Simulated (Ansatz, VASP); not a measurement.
**MgI2 in VASP and in Ansatz**

```
CELL_PARAMETERS angstrom
0.00000 3.75572 3.75572
3.75572 0.00000 3.75572
3.75572 3.75572 0.00000
ATOMIC_POSITIONS crystal
Mg 0.00000 0.00000 0.00000
I 0.25000 0.25000 0.25000
I 0.75000 0.75000 0.75000
```

Alike in both runs: task single point; functional r2SCAN; k mesh 6 × 6 × 6; no spin polarisation.

|  | VASP | Ansatz |
| --- | --- | --- |
| version | VASP 6.6.1 | Ansatz 0.2.0 |
| potentials or method | VASP PAW PBE potentials, release 64 (Mg, I) | plane waves, PAW |
| plane-wave cutoff (eV) | 520 | 500 |
| occupations | gaussian, width 0.01 eV | fixed |
| valence electrons in the cell | 16 | 44 |

```tsv
	VASP	Ansatz	Ansatz less VASP
gap on the k mesh at the Fermi level (eV)	1.29	1.34	+0.046
pressure (GPa)	-0.1	0.0	+0.09
```

VASP's potentials were made for PBE, not for r2SCAN. VASP's potentials hold 16 valence electrons a cell and Ansatz's 44, so a difference there can come from the potentials and not from the codes.

Neither program's run includes spin-orbit coupling.
